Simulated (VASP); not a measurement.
# La (Fd-3m) in VASP: further runs, part 2 of 2

VASP 6.6.1. Earlier steps stand in the parts before.

## Step 3: Relaxation of cell and atoms, r2SCAN

This run uses another cell than the first one, of 50.51 Å³/atom.

POSCAR

```
La
1.0
    0.0000000000      3.6965376151      3.6965376151
    3.6965376151      0.0000000000      3.6965376151
    3.6965376151      3.6965376151      0.0000000000
La
2
Direct
    0.1250000000      0.1250000000      0.1250000000
    0.8750000000      0.8750000000      0.8750000000
```

INCAR.step1

```
ALGO = Normal ; EDIFF = 1E-5
EDIFFG = -0.005 ; ENCUT = 550
GGA = PE ; GGA_COMPAT = False
IBRION = 2 ; ISIF = 3
ISMEAR = -1 ; LASPH = True
LCHARG = False ; LMAXMIX = 6
LREAL = False ; LWAVE = True
NELM = 200 ; NELMIN = 4
NSW = 100 ; PREC = Accurate
SIGMA = 0.1
```

INCAR.step2

```
ALGO = Normal ; EDIFF = 1E-7
EDIFFG = -0.01 ; ENCUT = 550
GGA_COMPAT = False ; IBRION = 2
ISIF = 3 ; ISMEAR = -1
ISTART = 1 ; LASPH = True
LCHARG = False ; LMAXMIX = 6
LMIXTAU = True ; LREAL = False
LWAVE = False ; METAGGA = R2SCAN
NELM = 200 ; NELMIN = 4
NSW = 80 ; PREC = Accurate
SIGMA = 0.1
```

KPOINTS

```
k-points
0
Gamma
  8 8 8
```

Potentials or basis: VASP PAW PBE potentials, release 64 (La).

Run with:

```
cat potpaw_PBE.64/La/POTCAR > POTCAR
cp INCAR.step1 INCAR
mpirun -np 1 vasp_std > vasp.out
cp INCAR.step2 INCAR
mpirun -np 1 vasp_std > vasp.out
```

OUTCAR:

```text
EDIFF = 1E-7
   EDIFFG = -0.01
   ENCUT = 550
   IBRION = 2
   ISIF = 3
   ISMEAR = -1
   ISTART = 1
   LASPH = True
   LREAL = False
   METAGGA = R2SCAN
   NELM = 200
   NELMIN = 4
   NSW = 80
   PREC = Accurate

 ion  position               nearest neighbor table
   1  0.125  0.125  0.125-   2 3.20   2 3.20   2 3.20   2 3.20
   2  0.875  0.875  0.875-   1 3.20   1 3.20   1 3.20   1 3.20

  LATTYP: Found a face centered cubic cell.
 ALAT       =     7.3930752302

  Lattice vectors:

 A1 = (   0.0000000000,   3.6965376151,   3.6965376151)
 A2 = (   3.6965376151,   0.0000000000,   3.6965376151)
 A3 = (   3.6965376151,   3.6965376151,   0.0000000000)

Analysis of symmetry for initial positions (statically):
=====================================================================
 Subroutine PRICEL returns:
 Original cell was already a primitive cell.

 Routine SETGRP: Setting up the symmetry group for a
 face centered cubic supercell.

[... 298 lines left out ...]
     12       8.7137      0.00013
     13       8.7137      0.00013
     14       8.7137      0.00013
[... 450 lines left out ...]
--------------------------------------- Ionic step        5  -------------------------------------------

 number of electron      22.0000001 magnetization

 Free energy of the ion-electron system (eV)
  ---------------------------------------------------
  ext. energy  EPLUGINS =         0.00000000
  ---------------------------------------------------
  free energy    TOTEN  =       -57.70443424 eV

  energy without entropy =      -57.65049422  energy(sigma->0) =      -57.67746423

 E-fermi :   7.6685     XC(G=0):  -9.9610

 val. band max:        7.5855948602   @ k =   0.5000   0.5000   0.0000
 cond. band min:       7.6714276887   @ k =  -0.3750   0.5000   0.1250
 fundamental gap:      0.0858328284
 Fermi energy:         7.6684655590

 k-point     1 :       0.0000    0.0000    0.0000
  band No.  band energies     occupation
      1     -27.2213      2.00000
      2     -25.3916      2.00000
      3     -11.0181      2.00000
      4     -11.0181      2.00000
      5     -11.0181      2.00000
      6      -8.8169      2.00000
      7      -8.8169      2.00000
      8      -8.8169      2.00000
      9       5.1389      2.00000
     10       6.7784      1.99973
     11       6.7784      1.99973
     12       8.6240      0.00014
     13       8.6240      0.00014
     14       8.6240      0.00014
[... 444 lines left out ...]
  FREE ENERGIE OF THE ION-ELECTRON SYSTEM (eV)
  ---------------------------------------------------
  free  energy   TOTEN  =       -57.7044342412 eV

  energy  without entropy=      -57.6504942196  energy(sigma->0) =      -57.67746423

 reached required accuracy - stopping structural energy minimisation
```

OUTCAR.step1:

```text
EDIFF = 1E-5
   EDIFFG = -0.005
   ENCUT = 550
   GGA = PE
   IBRION = 2
   ISIF = 3
   ISMEAR = -1
   LASPH = True
   LREAL = False
[... 832 lines left out ...]
  -------------------------------------------------------------------------------------
  Total       -0.0072889     -0.0072889     -0.0072889     -0.0000000      0.0000000      0.0000000
  in kB       -0.1561690     -0.1561690     -0.1561690     -0.0000000      0.0000000      0.0000000
  external PRESSURE =      -0.1561690 kB  Pullay stress =       0.0000000 kB
[... 17 lines left out ...]
  FREE ENERGIE OF THE ION-ELECTRON SYSTEM (eV)
  ---------------------------------------------------
  free  energy   TOTEN  =        -7.7706534847 eV

  energy  without entropy=       -7.6993408179  energy(sigma->0) =       -7.73499715

 reached required accuracy - stopping structural energy minimisation
```

OSZICAR.step1:

```text
N       E                     dE             d eps       ncg     rms          rms(c)
DAV:   1     0.272781374602E+03    0.27278E+03   -0.84114E+03   878   0.195E+03
DAV:   2     0.409552380907E+02   -0.23183E+03   -0.22947E+03  1326   0.341E+02
DAV:   3     0.647778434419E+00   -0.40307E+02   -0.39944E+02  1248   0.162E+02
[... 93 lines left out ...]
       N       E                     dE             d eps       ncg     rms          rms(c)
DAV:   1    -0.777126787162E+01   -0.60255E-03   -0.16999E-02  1136   0.146E+00    0.131E-01
DAV:   2    -0.777071976266E+01    0.54811E-03   -0.24554E-03  1472   0.653E-01    0.407E-02
DAV:   3    -0.777066029156E+01    0.59471E-04   -0.37969E-04  1396   0.217E-01    0.106E-02
DAV:   4    -0.777065348473E+01    0.68068E-05   -0.30327E-05  1033   0.745E-02
  13 F= -.77706535E+01 E0= -.77349972E+01  d E =-.368781E-03
```

Wall time 23 min (1 thread of AMD EPYC 9R45 (Zen 5), shared host); peak memory 0.27 GiB.

What came out:

| Item | Value |
| --- | --- |
| Free energy | -57.7044 eV |
| Relaxed volume | 37.00 Å³/atom |
| Relaxed cell | a = 4.712 Å, b = 4.712 Å, c = 4.712 Å, α = 60.00°, β = 60.00°, γ = 60.00° |
| Space group after relaxing (to 0.1 Å) | Fd-3m (No. 227) |
| Energy gained by relaxing | 358.1 meV/atom |
| Ionic steps | 5 |
| Pressure after relaxing | 0.0 GPa |
| Band gap on the k mesh | zero (bands 11 and 12 overlap by 0.35 eV) |

The path:
| step | energy change (eV) | largest force (eV/Å) | pressure (GPa) | volume (Å³) |
| --- | --- | --- | --- | --- |
| 1 | 0.0000 | 0.0000 | -5.47 | 101.02 |
| 2 | -0.6854 | 0.0000 | -2.26 | 77.83 |
| 3 | -0.7163 | 0.0000 | -0.12 | 73.82 |
| 4 | -0.7160 | 0.0000 | 0.26 | 73.34 |
| 5 | -0.7161 | 0.0000 | -0.02 | 74.00 |

Final structure:
```xyz
2
Lattice="0.0000 3.3322 3.3322 3.3322 0.0000 3.3322 3.3322 3.3322 0.0000" Properties=species:S:1:pos:R:3 pbc="T T T"
La    0.8330    0.8330    0.8330
La    5.8313    5.8313    5.8313
```

Caveat: the volume moved by over 15 % at a fixed basis, so the end points are rough; the PAW data sets were made with another functional, which shifts forces and pressure a little; spin-orbit coupling is left out, which moves the levels of the heavy elements.
